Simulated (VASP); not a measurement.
Wanted: the native input for a VASP 6.6.1 run.

```
Task                   : single point
Functional             : r2SCAN
Potentials or basis    : VASP PAW PBE potentials, release 64 (Al)
Cutoff                 : 520 eV
k mesh                 : 24 × 24 × 12
Occupations            : gaussian, width 0.15 eV
Spin                   : no spin polarisation
Dipole correction      : no
Further INCAR settings : ALGO = Normal; EDIFF = 1e-06; NBANDS = 10
```

Al:

```
CELL_PARAMETERS angstrom
2.64662 0.00000 0.00000
-1.32331 2.29204 0.00000
0.00000 0.00000 5.49586
ATOMIC_POSITIONS crystal
Al 0.66667 0.33333 0.75000
Al 0.33333 0.66667 0.25000
```

This cell differs from its parent crystal: ratio of the length along z to the lengths across it x 1.2, volume and fractional coordinates fixed.

One way to write it, as run:

POSCAR

```
Al
1.0
    2.6466218154      0.0000000000      0.0000000000
   -1.3233109077      2.2920417263      0.0000000000
    0.0000000000      0.0000000000      5.4958574366
Al
2
Direct
    0.6666666667      0.3333333333      0.7500000000
    0.3333333333      0.6666666667      0.2500000000
```

INCAR.step1

```
PREC = Accurate ; ENCUT = 520
ISMEAR = 0 ; SIGMA = 0.15
LREAL = False ; LASPH = True
NELM = 60 ; NBANDS = 10
GGA = PE ; ALGO = Normal
EDIFF = 1E-4 ; LWAVE = True
LCHARG = False
```

INCAR.step2

```
PREC = Accurate ; ENCUT = 520
EDIFF = 1E-6 ; ISMEAR = 0
SIGMA = 0.15 ; LREAL = False
LASPH = True ; NELM = 60
ALGO = Normal ; ISIF = 2
LWAVE = False ; LCHARG = False
METAGGA = R2SCAN ; LMIXTAU = True
NBANDS = 10 ; ISTART = 1
```

KPOINTS

```
Automatic mesh
0
Gamma
  24 24 12
```

Potentials or basis: VASP PAW PBE potentials, release 64 (Al).

Launch:

```console
$ cat potpaw_PBE.64/Al/POTCAR > POTCAR
$ cp INCAR.step1 INCAR
$ mpirun -np 1 vasp_std > vasp.out
$ cp INCAR.step2 INCAR
$ mpirun -np 1 vasp_std > vasp.out
```

It gave:

The pressure is 3.0 GPa. The band gap on the k mesh is zero (band 3 reaches 10.61 eV, above the bottom of band 4 at 5.27 eV).

Caveat: the PAW data sets were made with another functional, which shifts forces and pressure a little.

Run time: 4.8 min on 1 thread of Intel Xeon 6975P-C, on a shared host, peak memory 0.24 GiB.
